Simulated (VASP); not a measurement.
## MnCdSe3: single point with PBE

The system is MnCdSe3.

```xyz
5
Lattice="4.9297 0.0000 0.0000 0.0000 4.9297 0.0000 0.0000 0.0000 4.9297" Properties=species:S:1:pos:R:3 pbc="T T T"
Mn    0.0000    0.0000    0.0000
Cd    2.4648    2.4648    2.4648
Se    2.4648    0.0000    0.0000
Se    0.0000    2.4648    0.0000
Se    0.0000    0.0000    2.4648
```

```
Program                : VASP 6.6.1
Task                   : single point
Functional             : PBE
Potentials or basis    : VASP PAW PBE potentials, release 64 (Mn_pv, Cd, Se)
Cutoff                 : 520 eV
k mesh                 : 4 × 4 × 4
Occupations            : gaussian, width 0.1 eV
Spin                   : collinear spin, ferromagnetic start
Starting moments       : [4.0, 0.0, 0.0, 0.0, 0.0] μB
Dipole correction      : no
Further INCAR settings : ALGO = Normal; EDIFF = 1e-07; NBANDS = 34
```

```json
{"Pressure": "-1.1 GPa", "Net moment": "3.29 μB per cell", "Site moments": "Mn +3.39; Cd +0.02; Se -0.08 μB", "Valence electrons inside the program's atomic spheres": "Mn 11.55; Cd 10.09; Se 3.78"}
```

Levels at points of the mesh, in eV from the Fermi level:
Spin up:
| k point | band 19 | band 20 | band 21 | band 22 | band 23 | band 24 | band 25 | band 26 | band 27 | band 28 |
| --- | --- | --- | --- | --- | --- | --- | --- | --- | --- | --- |
| (0.00, 0.00, 0.00) | -1.81 | -1.56 | -0.73 | -0.73 | -0.73 | -0.14 | -0.14 | -0.14 | 3.43 | 5.97 |
| (0.50, 0.00, 0.00) | -1.81 | -1.19 | -0.71 | -0.71 | -0.27 | -0.17 | -0.17 | 1.38 | 3.11 | 5.28 |
| (0.50, 0.50, 0.00) | -2.02 | -1.97 | -1.24 | -0.45 | -0.45 | 0.80 | 1.08 | 2.84 | 3.60 | 5.34 |
| (0.50, 0.50, 0.50) | -1.49 | -1.49 | -1.49 | 0.79 | 0.79 | 0.79 | 2.89 | 2.89 | 6.05 | 6.05 |
Spin down:
| k point | band 18 | band 19 | band 20 | band 21 | band 22 | band 23 |
| --- | --- | --- | --- | --- | --- | --- |
| (0.00, 0.00, 0.00) | -0.78 | -0.20 | -0.20 | -0.20 | 0.39 | 0.39 |
| (0.50, 0.00, 0.00) | -1.22 | -0.24 | -0.24 | 0.41 | 0.90 | 1.42 |
| (0.50, 0.50, 0.00) | -2.04 | -2.04 | 0.22 | 0.74 | 1.23 | 1.69 |
| (0.50, 0.50, 0.50) | -1.58 | 0.74 | 0.74 | 0.74 | 1.51 | 1.51 |

Wall time 3.1 min on 1 thread of Intel(R) Xeon(R) Platinum 8259CL CPU @ 2.50GHz (Skylake/Cascade Lake), with other jobs on the host, peak memory 0.31 GiB.

Caveat: a cell with one magnetic atom can't hold antiferromagnetic order, which such compounds often take; semilocal functionals often make such compounds metallic where correlation or magnetic order opens a gap, which also shifts bond lengths. With open d or f shells a metallic result of PBE can be an artefact of self-interaction; +U or a hybrid may open a gap.
